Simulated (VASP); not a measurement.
A run of VASP 6.6.1:

INCAR

```
ALGO = Normal ; EDIFF = 1E-6
ENCUT = 520 ; GGA = PS
ISIF = 2 ; ISMEAR = 0
LASPH = True ; LCHARG = False
LREAL = False ; LWAVE = False
NBANDS = 26 ; NELM = 60
PREC = Accurate ; SIGMA = 0.05
```

KPOINTS

```
k-points
0
Gamma
  10 10 6
```

File POSCAR:

```
CdSe
1.0
    4.3009593391      0.0000000000      0.0000000000
   -2.1504796696      3.7247400483      0.0000000000
    0.0000000000      0.0000000000      7.0222483951
Cd Se
2 2
Direct
    0.3333333333      0.6666666667      0.0046962241
    0.6666666667      0.3333333333      0.5046962241
    0.3333333333      0.6666666667      0.3803037759
    0.6666666667      0.3333333333      0.8803037759
```

Potentials or basis: VASP PAW PBE potentials, release 64 (Cd, Se).

Launch:

```bash
$ cat potpaw_PBE.64/Cd/POTCAR potpaw_PBE.64/Se/POTCAR > POTCAR
$ mpirun -np 1 vasp_std > vasp.out
```

Hardware: 1 thread of Intel(R) Xeon(R) Platinum 8488C (Sapphire Rapids) (shared host).

Task: Estimate the wall time of this run.

Result: It took 120 s on 1 thread of Intel(R) Xeon(R) Platinum 8488C (Sapphire Rapids) (shared host), peak memory 0.31 GiB. Counts: scf iterations 14, k points 56.
